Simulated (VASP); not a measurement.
Runs of VASP 6.6.1 on Pd. The structure is that of space group Pm-3m (No. 221), or close to it. The cells are those of the table. 

```tsv
task	potentials or basis	cell	k mesh	cutoff (eV)	second run	gap on the mesh (eV)	pressure (GPa)	relaxed volume (Å³/atom)
relaxation of cell and atoms	VASP PAW PBE potentials, release 64 (Pd)	relaxed from a = 2.588 Å, 1 atom	22 × 22 × 22	600	-	none	0.0	(a)
single point	VASP PAW PBE potentials, release 64 (Pd)	a = 2.506 Å, 1 atom	8 × 8 × 8	520	-	none	17.7	-
single point	VASP PAW PBE potentials, release 64 (Pd)	a = 2.588 Å, 1 atom	6 × 6 × 6	520	-	none	0.6	-
relaxation of cell and atoms	VASP PAW PBE potentials, release 64 (Pd)	relaxed from a = 2.506 Å, 1 atom	6 × 6 × 6	600	-	none	-0.1	17.41
relaxation of cell and atoms	VASP PAW PBE potentials, release 64 (Pd_sv_GW)	relaxed from a = 2.506 Å, 1 atom	6 × 6 × 6	590	valence_matched	none	-0.1	(b)
```

Alike in all rows: level r2SCAN; no spin polarisation; smearing gaussian 0.1 eV.

**Question.** Estimate the missing entries.

**Answer.** (a) 17.38; (b) 17.10.

Caveats: some runs use coarse meshes; the PAW data sets were made with another functional, which shifts forces and pressure a little.

A k mesh can miss the band edges, and the runs leave out spin-orbit coupling on Pd.

A gap of «none» marks levels without a gap at the run's occupations.

The runs don't all hold the same shells in valence.
